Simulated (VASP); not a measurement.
# SnO2 (Pnnm) in VASP: notebook

SnO2 is run at these levels: RPBE, revPBE, BLYP, r2SCAN; tasks: single point.

Program: VASP 6.6.1. These are calculated values, not measurements. Logs are shortened: lines on timing, memory, paths and dates and some standing lists are left out, and cuts for length are marked.

**1. The cell of the first run**

It takes space group Pnnm (No. 58, orthorhombic). The conventional cell has a = 4.788 Å, b = 4.867 Å, c = 3.241 Å, α = 90.00°, β = 90.00°, γ = 90.00°. Sn (site symmetry 2/m) has 6 O at 2.09 to 2.10 Å within 2.8 Å. O (site symmetry m) has 3 Sn at 2.09 to 2.10 Å and 1 O at 2.65 Å within 2.8 Å.

**2. Single point, RPBE**

Input file INCAR:

```
  PREC = Accurate
  ENCUT = 520
  EDIFF = 1E-6
  ISMEAR = -1
  SIGMA = 0.05
  LREAL = F
  LASPH = T
  NELM = 60
  ALGO = Normal
  ISIF = 2
  LWAVE = F
  LCHARG = T
  GGA = RP
  LELF = T
  LVHAR = T
  NBANDS = 35
```

Input file KPOINTS:

```
regular mesh
0
Gamma
  5 5 6
```

Input file POSCAR:

```
SnO2
1.0
    4.7880040000      0.0000000000      0.0000000000
    0.0000000000      4.8665820000      0.0000000000
    0.0000000000      0.0000000000      3.2408980000
Sn O
2 4
Direct
    0.0000000000      0.0000000000      0.0000000000
    0.5000000000      0.5000000000      0.5000000000
    0.7081450000      0.6789580000      0.0000000000
    0.2081450000      0.8210420000      0.5000000000
    0.7918550000      0.1789580000      0.5000000000
    0.2918550000      0.3210420000      0.0000000000
```

Potentials or basis: VASP PAW PBE potentials, release 64 (Sn_d, O).

Run with:

```
cat potpaw_PBE.64/Sn_d/POTCAR potpaw_PBE.64/O/POTCAR > POTCAR
mpirun -np 1 vasp_std > vasp.out
```

OUTCAR:

```text
PREC = Accurate
   ENCUT = 520
   EDIFF = 1E-6
   ISMEAR = -1
   LREAL = F
   LASPH = T
   NELM = 60
   ISIF = 2
   GGA = RP

 ion  position               nearest neighbor table
   1  0.000  0.000  0.000-   4 2.09   5 2.09   4 2.09   5 2.09   3 2.10   6 2.10
   2  0.500  0.500  0.500-   3 2.09   6 2.09   3 2.09   6 2.09   5 2.10   4 2.10
   3  0.708  0.679  0.000-   2 2.09   2 2.09   1 2.10
   4  0.208  0.821  0.500-   1 2.09   1 2.09   2 2.10
   5  0.792  0.179  0.500-   1 2.09   1 2.09   2 2.10
   6  0.292  0.321  0.000-   2 2.09   2 2.09   1 2.10

  LATTYP: Found a simple orthorhombic cell.
 ALAT       =     3.2408980000
 B/A-ratio  =     1.4773695439
 C/A-ratio  =     1.5016152930

  Lattice vectors:

 A1 = (   0.0000000000,   0.0000000000,   3.2408980000)
 A2 = (   4.7880040000,   0.0000000000,   0.0000000000)
 A3 = (   0.0000000000,   4.8665820000,   0.0000000000)

Analysis of symmetry for initial positions (statically):
=====================================================================
 Subroutine PRICEL returns:
 Original cell was already a primitive cell.

 Routine SETGRP: Setting up the symmetry group for a
 simple orthorhombic supercell.

 Subroutine GETGRP returns: Found  8 space group operations
 (whereof  4 operations were pure point group operations)
 out of a pool of  8 trial point group operations.

The static configuration has the point symmetry C_2h.
 The point group associated with its full space group is D_2h.

Analysis of symmetry for dynamics (positions and initial velocities):
=====================================================================
 Subroutine PRICEL returns:
 Original cell was already a primitive cell.

 Routine SETGRP: Setting up the symmetry group for a
 simple orthorhombic supercell.

 Subroutine GETGRP returns: Found  8 space group operations
 (whereof  4 operations were pure point group operations)
 out of a pool of  8 trial point group operations.

The dynamic configuration has the point symmetry C_2h.
 The point group associated with its full space group is D_2h.

 Subroutine INISYM returns: Found  8 space group operations
 (whereof  4 operations are pure point group operations),
 and found     1 'primitive' translations

----------------------------------------------------------------------------------------

                                     Primitive cell

  volume of cell :      75.5169
[... 98 lines left out ...]
   LREAL  =      F    real-space projection
   EDIFFG = 0.1E-04   stopping-criterion for IOM
   NSW    =      0    number of steps for IOM
   IBRION =     -1    ionic relax: 0-MD 1-quasi-New 2-CG
   NFREE  =      0    steps in history (QN), initial steepest desc. (CG)
   ISIF   =      2    stress and relaxation
   ISYM   =      2    0-nonsym 1-usesym 2-fastsym
   POTIM  = 0.5000    time-step for ionic-motion
   TEBEG  =    0.0;   TEEND  =   0.0 temperature during run
   PSTRESS=    0.0 pullay stress
   NELECT =      52.0000    total number of electrons
   NUPDOWN=      -1.0000    fix difference up-down
   EMIN   =  10.00;   EMAX   =-10.00  energy-range for DOS
   EFERMI =   0.00;   METHOD = LEGACY
   ISMEAR =    -1;   SIGMA  =   0.05  broadening in eV -4-tet -1-fermi 0-gaus
   EFERMI_NEDOS =   21; number of points for ismear=-14 and -15
   IALGO  =     38    algorithm
   IMIX   =      4    mixing-type and parameters
     AMIX     =   0.40;   BMIX     =  1.00
     AMIX_MAG =   1.60;   BMIX_MAG =  1.00
  volume/ion in A,a.u.               =      12.59        84.94
  Fermi-wavevector in a.u.,A,eV,Ry     =   1.445644  2.731871 28.434627  2.089886
  Thomas-Fermi vector in A             =   2.563802
   LORBIT       =      0    0 simple, 1 ext, 2 COOP (PROOUT), +10 PAW based schemes
   GGA     = RP    functional components
   LHFCALC =     F    Hartree Fock is set to
   AEXX    =    0.0000 exact exchange contribution
   IVDW    =     0    specifies the selected vdW correction
   LEPSILON=     F    determine dielectric tensor
   LRPA    =     F    only Hartree local field effects (RPA)
 non-spin polarized calculation
  energy-cutoff  :      520.00
  volume of cell :       75.52
 maximum number of plane-waves:      2060
 NGX is ok and might be reduce to    36
   NGX = 17   NGY = 19   NGZ = 13

 number of electron      51.9999998 magnetization

 Free energy of the ion-electron system (eV)
  ---------------------------------------------------
  ext. energy  EPLUGINS =         0.00000000
  ---------------------------------------------------
  free energy    TOTEN  =       -34.96265965 eV

  energy without entropy =      -34.96265660  energy(sigma->0) =      -34.96265812

 E-fermi :   6.0292     XC(G=0): -10.7216

 val. band max:        5.5758376860   @ k =   0.0000   0.0000   0.0000
 cond. band min:       6.4498216369   @ k =   0.0000   0.0000   0.0000
 fundamental gap:      0.8739839509
 Fermi energy:         6.0292145826

 k-point     1 :       0.0000    0.0000    0.0000
  band No.  band energies     occupation
      1     -15.4160      2.00000
      2     -14.7545      2.00000
      3     -14.5772      2.00000
      4     -14.5448      2.00000
      5     -14.5419      2.00000
      6     -14.4864      2.00000
[... 901 lines left out ...]
     34      17.3649      0.00000
     35      18.1133      0.00000

 [... further k-points ...]

------------------------ aborting loop because EDIFF is reached ----------------------------------------

  FORCE on cell =-STRESS in cart. coord.  units (eV):
  Direction    XX          YY          ZZ          XY          YZ          ZX
  --------------------------------------------------------------------------------------
  -------------------------------------------------------------------------------------
  Total        1.8920514      1.8030784      1.9050049     -0.0000000      0.0000000      0.0000000
  in kB       40.1420549     38.2543899     40.4168773     -0.0000000      0.0000000      0.0000000
  external PRESSURE =      39.6044407 kB  Pullay stress =       0.0000000 kB

 VOLUME and BASIS-vectors are now :
 -----------------------------------------------------------------------------
  energy-cutoff  :      520.00
  volume of cell :       75.52
      direct lattice vectors                 reciprocal lattice vectors
     4.788004000  0.000000000  0.000000000     0.208855298  0.000000000  0.000000000
     0.000000000  4.866582000  0.000000000     0.000000000  0.205483027  0.000000000
     0.000000000  0.000000000  3.240898000     0.000000000  0.000000000  0.308556456

 POSITION                                       TOTAL-FORCE (eV/Angst)
 -----------------------------------------------------------------------------------
      0.00000      0.00000      0.00000        -0.000000      0.000000      0.000000
      2.39400      2.43329      1.62045        -0.000000      0.000000      0.000000
      3.39060      3.30420      0.00000        -0.016641      0.059459     -0.000000
      0.99660      3.99567      1.62045        -0.016641     -0.059459     -0.000000
      3.79140      0.87091      1.62045         0.016641      0.059459      0.000000
      1.39740      1.56238      0.00000         0.016641     -0.059459      0.000000
 -----------------------------------------------------------------------------------
    total drift:                                0.000000      0.000000      0.000000

  FREE ENERGIE OF THE ION-ELECTRON SYSTEM (eV)
  ---------------------------------------------------
  free  energy   TOTEN  =       -34.9626596461 eV

  energy  without entropy=      -34.9626566009  energy(sigma->0) =      -34.96265812
```

stdout:

```text
POSCAR found type information on POSCAR SnO
 POSCAR found :  2 types and       6 ions
 scaLAPACK will be used
 -----------------------------------------------------------------------------
|                                                                             |
|                                                                             |
|     You enforced a specific xc type in the INCAR file but a different       |
|     I HOPE YOU KNOW WHAT YOU ARE DOING!                                     |
|                                                                             |
 -----------------------------------------------------------------------------

 LDA part: xc-table for (Slater+PW92), standard interpolation
 POSCAR, INCAR and KPOINTS ok, starting setup
 FFT: planning ... GRIDC
 FFT: planning ... GRID_SOFT
 FFT: planning ... GRID
 WAVECAR not read
 entering main loop
```

It took 2.2 min on 1 thread of Intel Xeon 8259CL, shared host; peak memory 0.22 GiB.

Results:

```yaml
Free_energy: -34.9627 eV
Pressure: 4.0 GPa
Largest_force: 0.062 eV/Å
Band_gap_on_the_k_mesh: 0.87 eV
```

Forces on the atoms (eV/Å):
```
Sn   0.000  0.000  0.000
Sn   0.000  0.000  0.000
O   -0.017  0.059  0.000
O   -0.017 -0.059  0.000
O    0.017  0.059  0.000
O    0.017 -0.059  0.000
```

Stress tensor (GPa, compression positive):
```
4.01 0.00 0.00
0.00 3.83 0.00
0.00 0.00 4.04
```

Levels at points of the mesh, in eV from the valence-band top:
```csv
k point,band 22,band 23,band 24,band 25,band 26,band 27,band 28,band 29,band 30,band 31
"(0.00, 0.00, 0.00)",-1.16,-1.12,-0.62,-0.61,0.00,0.87,5.84,6.21,6.37,10.31
"(0.00, 0.00, 0.50)",-2.46,-1.41,-1.41,-1.03,-1.03,5.71,5.71,9.58,9.58,10.44
```

Caveat: the cell stands under pressure; the PAW data sets were made with another functional, which shifts forces and pressure a little; spin-orbit coupling is left out, which moves the levels of the heavy elements.

**3. Single point, revPBE**

Input file INCAR:

```
ALGO = Normal
EDIFF = 1E-6
ENCUT = 520
GGA = RE
ISIF = 2
ISMEAR = -1
LASPH = T
LCHARG = F
LREAL = F
LWAVE = F
NBANDS = 35
NELM = 60
PREC = Accurate
SIGMA = 0.05
```

Input file KPOINTS:

```
k-points
0
Gamma
  5 5 6
```

POSCAR is that of step 2.

Potentials or basis: VASP PAW PBE potentials, release 64 (Sn_d, O).

Run with:

```
cat potpaw_PBE.64/Sn_d/POTCAR potpaw_PBE.64/O/POTCAR > POTCAR
mpirun -np 1 vasp_std > vasp.out
```

OUTCAR:

```text
EDIFF = 1E-6
   ENCUT = 520
   GGA = RE
   ISIF = 2
   ISMEAR = -1
   LASPH = T
   LREAL = F
   NELM = 60
   PREC = Accurate

 ion  position               nearest neighbor table
   1  0.000  0.000  0.000-   4 2.09   5 2.09   4 2.09   5 2.09   3 2.10   6 2.10
   2  0.500  0.500  0.500-   3 2.09   6 2.09   3 2.09   6 2.09   5 2.10   4 2.10
   3  0.708  0.679  0.000-   2 2.09   2 2.09   1 2.10
   4  0.208  0.821  0.500-   1 2.09   1 2.09   2 2.10
   5  0.792  0.179  0.500-   1 2.09   1 2.09   2 2.10
   6  0.292  0.321  0.000-   2 2.09   2 2.09   1 2.10

  LATTYP: Found a simple orthorhombic cell.
 ALAT       =     3.2408980000
 B/A-ratio  =     1.4773695439
 C/A-ratio  =     1.5016152930

  Lattice vectors:

 A1 = (   0.0000000000,   0.0000000000,   3.2408980000)
 A2 = (   4.7880040000,   0.0000000000,   0.0000000000)
 A3 = (   0.0000000000,   4.8665820000,   0.0000000000)

Analysis of symmetry for initial positions (statically):
=====================================================================
 Subroutine PRICEL returns:
 Original cell was already a primitive cell.

 Routine SETGRP: Setting up the symmetry group for a
 simple orthorhombic supercell.

 Subroutine GETGRP returns: Found  8 space group operations
 (whereof  4 operations were pure point group operations)
 out of a pool of  8 trial point group operations.

The static configuration has the point symmetry C_2h.
 The point group associated with its full space group is D_2h.

Analysis of symmetry for dynamics (positions and initial velocities):
=====================================================================
 Subroutine PRICEL returns:
 Original cell was already a primitive cell.

[... 132 lines left out ...]
   EFERMI_NEDOS =   21; number of points for ismear=-14 and -15
   IALGO  =     38    algorithm
   IMIX   =      4    mixing-type and parameters
     AMIX     =   0.40;   BMIX     =  1.00
     AMIX_MAG =   1.60;   BMIX_MAG =  1.00
  volume/ion in A,a.u.               =      12.59        84.94
  Fermi-wavevector in a.u.,A,eV,Ry     =   1.445644  2.731871 28.434627  2.089886
  Thomas-Fermi vector in A             =   2.563802
   LORBIT       =      0    0 simple, 1 ext, 2 COOP (PROOUT), +10 PAW based schemes
   GGA     = RE    functional components
   LHFCALC =     F    Hartree Fock is set to
   AEXX    =    0.0000 exact exchange contribution
   IVDW    =     0    specifies the selected vdW correction
   LEPSILON=     F    determine dielectric tensor
   LRPA    =     F    only Hartree local field effects (RPA)
 non-spin polarized calculation
  energy-cutoff  :      520.00
  volume of cell :       75.52
 maximum number of plane-waves:      2060
 NGX is ok and might be reduce to    36
   NGX = 17   NGY = 19   NGZ = 13

 number of electron      51.9999998 magnetization

 Free energy of the ion-electron system (eV)
  ---------------------------------------------------
  ext. energy  EPLUGINS =         0.00000000
  ---------------------------------------------------
  free energy    TOTEN  =       -35.23231014 eV

  energy without entropy =      -35.23230644  energy(sigma->0) =      -35.23230829

 E-fermi :   5.9785     XC(G=0): -10.7888

 val. band max:        5.5357634509   @ k =   0.0000   0.0000   0.0000
 cond. band min:       6.3882160679   @ k =   0.0000   0.0000   0.0000
 fundamental gap:      0.8524526170
 Fermi energy:         5.9785199039

 k-point     1 :       0.0000    0.0000    0.0000
  band No.  band energies     occupation
      1     -15.4387      2.00000
      2     -14.7782      2.00000
      3     -14.5983      2.00000
      4     -14.5673      2.00000
      5     -14.5643      2.00000
      6     -14.5070      2.00000
[... 901 lines left out ...]
     34      17.2877      0.00000
     35      18.0270      0.00000

 [... further k-points ...]

------------------------ aborting loop because EDIFF is reached ----------------------------------------

  FORCE on cell =-STRESS in cart. coord.  units (eV):
  Direction    XX          YY          ZZ          XY          YZ          ZX
  --------------------------------------------------------------------------------------
  -------------------------------------------------------------------------------------
  Total        1.4061629      1.3133376      1.3877812     -0.0000000      0.0000000      0.0000000
  in kB       29.8333704     27.8639731     29.4433793     -0.0000000      0.0000000      0.0000000
  external PRESSURE =      29.0469076 kB  Pullay stress =       0.0000000 kB

 VOLUME and BASIS-vectors are now :
 -----------------------------------------------------------------------------
  energy-cutoff  :      520.00
  volume of cell :       75.52
      direct lattice vectors                 reciprocal lattice vectors
     4.788004000  0.000000000  0.000000000     0.208855298  0.000000000  0.000000000
     0.000000000  4.866582000  0.000000000     0.000000000  0.205483027  0.000000000
     0.000000000  0.000000000  3.240898000     0.000000000  0.000000000  0.308556456

 POSITION                                       TOTAL-FORCE (eV/Angst)
 -----------------------------------------------------------------------------------
      0.00000      0.00000      0.00000        -0.000000     -0.000000      0.000000
      2.39400      2.43329      1.62045        -0.000000     -0.000000      0.000000
      3.39060      3.30420      0.00000        -0.024753      0.056042      0.000000
      0.99660      3.99567      1.62045        -0.024753     -0.056042      0.000000
      3.79140      0.87091      1.62045         0.024753      0.056042     -0.000000
      1.39740      1.56238      0.00000         0.024753     -0.056042     -0.000000
 -----------------------------------------------------------------------------------
    total drift:                                0.000000      0.000000      0.000000

  FREE ENERGIE OF THE ION-ELECTRON SYSTEM (eV)
  ---------------------------------------------------
  free  energy   TOTEN  =       -35.2323101447 eV

  energy  without entropy=      -35.2323064369  energy(sigma->0) =      -35.23230829
```

stdout:

```text
POSCAR found type information on POSCAR SnO
 POSCAR found :  2 types and       6 ions
 scaLAPACK will be used
 -----------------------------------------------------------------------------
|                                                                             |
|                                                                             |
|     You enforced a specific xc type in the INCAR file but a different       |
|     I HOPE YOU KNOW WHAT YOU ARE DOING!                                     |
|                                                                             |
 -----------------------------------------------------------------------------

 LDA part: xc-table for (Slater+PW92), standard interpolation
 POSCAR, INCAR and KPOINTS ok, starting setup
 FFT: planning ... GRIDC
 FFT: planning ... GRID_SOFT
 FFT: planning ... GRID
 WAVECAR not read
 entering main loop
```

Wall time 2.3 min (1 thread of Intel Xeon 8259CL, shared host); peak memory 0.22 GiB.

What came out:

* Free energy: -35.2323 eV
* Pressure: 2.9 GPa
* Largest force: 0.061 eV/Å
* Band gap on the k mesh: 0.85 eV

Forces in eV/Å, atoms in the order of the input:
```
Sn   0.000  0.000  0.000
Sn   0.000  0.000  0.000
O   -0.025  0.056  0.000
O   -0.025 -0.056  0.000
O    0.025  0.056  0.000
O    0.025 -0.056  0.000
```

Caveat: the PAW data sets were made with another functional, which shifts forces and pressure a little; spin-orbit coupling is left out, which moves the levels of the heavy elements.

**4. Single point, BLYP**

Input file INCAR:

```
SYSTEM = SnO2
PREC = Accurate ; ENCUT = 520
EDIFF = 1E-6 ; ISMEAR = -1
SIGMA = 0.05 ; LREAL = .FALSE.
LASPH = .TRUE. ; NELM = 100
ALGO = Normal ; ISIF = 2
LWAVE = .FALSE. ; LCHARG = .TRUE.
GGA = B5 ; ALDAX = 1.0
AGGAX = 1.0 ; AGGAC = 1.0
ALDAC = 0.0 ; LELF = .TRUE.
LVHAR = .TRUE. ; NBANDS = 35
```

Input file KPOINTS:

```
Automatic mesh
0
G
  5 5 6
  0 0 0
```

POSCAR is that of step 3.

Run with:

```
cat potpaw_PBE.64/Sn_d/POTCAR potpaw_PBE.64/O/POTCAR > POTCAR
mpirun -np 1 vasp_std > vasp.out
```

Run time: 2.9 min. Hardware: 1 thread of Intel Xeon 8259CL, shared host; peak memory 0.22 GiB.

It converged, with:

- Free energy: -34.8379 eV
- Pressure: 5.5 GPa
- Largest force: 0.091 eV/Å
- Band gap on the k mesh: 0.86 eV

Forces in eV/Å, atoms in the order of the input:
```
Sn   0.000  0.000  0.000
Sn   0.000  0.000  0.000
O    0.016  0.090  0.000
O    0.016 -0.090  0.000
O   -0.016  0.090  0.000
O   -0.016 -0.090  0.000
```

Stress tensor (GPa, compression positive):
```
5.17 0.00 0.00
0.00 4.99 0.00
0.00 0.00 6.32
```

Levels at points of the mesh, in eV from the valence-band top:
| k point | band 22 | band 23 | band 24 | band 25 | band 26 | band 27 | band 28 | band 29 | band 30 | band 31 |
| --- | --- | --- | --- | --- | --- | --- | --- | --- | --- | --- |
| (0.00, 0.00, 0.00) | -1.14 | -1.10 | -0.61 | -0.60 | 0.00 | 0.86 | 5.76 | 6.23 | 6.37 | 10.28 |
| (0.00, 0.00, 0.50) | -2.44 | -1.41 | -1.41 | -1.02 | -1.02 | 5.62 | 5.62 | 9.60 | 9.60 | 10.39 |

Caveat: the cell stands under pressure; the PAW data sets were made with another functional, which shifts forces and pressure a little; spin-orbit coupling is left out, which moves the levels of the heavy elements.

(Continued in part 2 of 2.)
